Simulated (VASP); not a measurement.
Input of a VASP 6.6.1 run:

INCAR

```
SYSTEM = AlFe
PREC     = Accurate       ! precision mode
ENCUT    = 520            ! plane-wave cutoff, eV
EDIFF    = 1E-7           ! SCF threshold, eV
ISMEAR   = -1             ! smearing method
SIGMA    = 0.1            ! smearing width, eV
LREAL    = .FALSE.        ! projectors in reciprocal space
LASPH    = .TRUE.         ! aspherical terms in the spheres
NELM     = 150            ! most SCF steps
ALGO     = Normal         ! electronic algorithm
ISIF     = 2              ! what is computed and relaxed
LWAVE    = .FALSE.        ! write WAVECAR
LCHARG   = .FALSE.        ! write CHGCAR
ISPIN    = 2              ! spin polarisation
MAGMOM   = 4 -4 -4 4 0 0 0 0 ! initial moments
LORBIT   = 11             ! projections on sites
LMAXMIX  = 4              ! l up to which the mixer works
GGA      = PE             ! functional
NBANDS   = 36             ! bands
```

Contents of KPOINTS:

```
regular mesh
0
G
  1 1 1
  0 0 0
```

POSCAR

```
AlFe
1.0
    6.1828089303      0.0000000000      0.0000000000
    0.0000000000      6.1828089303      0.0000000000
    0.0000000000      0.0000000000      3.0914044647
Fe Al
4 4
Direct
    0.0085509800     -0.0017117650      0.0264960780
   -0.0056450980      0.5084843140      0.0312019610
    0.5123156860      0.0062882350      0.0298686270
    0.4989823530      0.4972686270      0.0154372550
    0.2572960780      0.2546411760      0.5301823530
    0.2580019610      0.7549549020      0.5210058820
    0.7487470590      0.2480529410      0.5315941180
    0.7434921570      0.7521313730      0.5281431370
```

Potentials or basis: VASP PAW PBE potentials, release 64 (Fe, Al).

The run is started by

```console
$ cat potpaw_PBE.64/Fe/POTCAR potpaw_PBE.64/Al/POTCAR > POTCAR
$ mpirun -np 1 vasp_gam > vasp.out
```

What does it give for the largest force?

0.420 eV/Å.

Estimate the site moments.

Fe +2.60, -2.63, -2.00, +2.42; Al -0.00, +0.00 μB.

Forces in eV/Å, atoms in the order of the input:
```
Fe  -0.184  0.088  0.037
Fe   0.283 -0.138 -0.056
Fe  -0.411 -0.071 -0.046
Fe   0.143  0.131  0.185
Al  -0.097 -0.097 -0.062
Al   0.028  0.011  0.028
Al   0.150  0.057 -0.050
Al   0.088  0.019 -0.037
```

Caveat: the k points lie up to 2.03 Å⁻¹ apart.
